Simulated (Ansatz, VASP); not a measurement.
**One calculation of InSb, two programs**

```xyz
2
Lattice="0.0000 3.3188 3.3188 3.3188 0.0000 3.3188 3.3188 3.3188 0.0000" Properties=species:S:1:pos:R:3 pbc="T T T"
In    0.0000    0.0000    0.0000
Sb    1.6594    1.6594    1.6594
```

Alike in both runs: task single point; functional PBE; k mesh 9 × 9 × 9; no spin polarisation.

|  | VASP | Ansatz |
| --- | --- | --- |
| version | VASP 6.6.1 | Ansatz 0.2.0 |
| potentials or method | VASP PAW PBE potentials, release 64 (In_d, Sb), cutoff 520 eV | all-electron LAPW, scalar-relativistic |
| occupations | methfessel-paxton of order 1, width 0.15 eV | cold, width 0.15 eV |

```csv
,VASP,Ansatz,Ansatz less VASP
pressure (GPa),-0.1,0.0,+0.04
```

Ansatz ran all-electron here, and VASP with PAW potentials.

Spin-orbit coupling is off throughout.
